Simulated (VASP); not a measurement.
Input of a VASP 6.6.1 run:

The input POSCAR:

```
LiF
1.0
    3.2469455101      0.0000000000      0.0000000000
   -1.6234727550      2.8119372964      0.0000000000
    0.0000000000      0.0000000000      3.9591930991
Li F
2 2
Direct
    0.3333333333      0.6666666667      0.2500000000
    0.6666666667      0.3333333333      0.7500000000
    0.6666666667      0.3333333333      0.2500000000
    0.3333333333      0.6666666667      0.7500000000
```

Contents of INCAR.step1:

```
SYSTEM = LiF
PREC = Accurate ; ENCUT = 520
ISMEAR = 0 ; SIGMA = 0.01
LREAL = .FALSE. ; LASPH = .TRUE.
NELM = 80 ; NBANDS = 18
GGA = PE ; ALGO = Normal
EDIFF = 1E-4 ; LWAVE = .TRUE.
LCHARG = .FALSE.
```

Contents of INCAR.step2:

```
SYSTEM = LiF
PREC = Accurate ; ENCUT = 520
EDIFF = 1E-6 ; ISMEAR = 0
SIGMA = 0.01 ; LREAL = .FALSE.
LASPH = .TRUE. ; NELM = 80
ALGO = Normal ; ISIF = 2
LWAVE = .FALSE. ; LCHARG = .FALSE.
METAGGA = R2SCAN ; LMIXTAU = .TRUE.
NBANDS = 18 ; ISTART = 1
```

File KPOINTS:

```
Automatic mesh
0
G
  9 9 6
  0 0 0
```

Potentials or basis: VASP PAW PBE potentials, release 64 (Li_sv, F).

Run with:

```console
$ cat potpaw_PBE.64/Li_sv/POTCAR potpaw_PBE.64/F/POTCAR > POTCAR
$ cp INCAR.step1 INCAR
$ mpirun -np 1 vasp_std > vasp.out
$ cp INCAR.step2 INCAR
$ mpirun -np 1 vasp_std > vasp.out
```

Task: Predict the band gap on the k mesh.

Result: 8.81 eV, direct.

 A k mesh can miss the band edges.
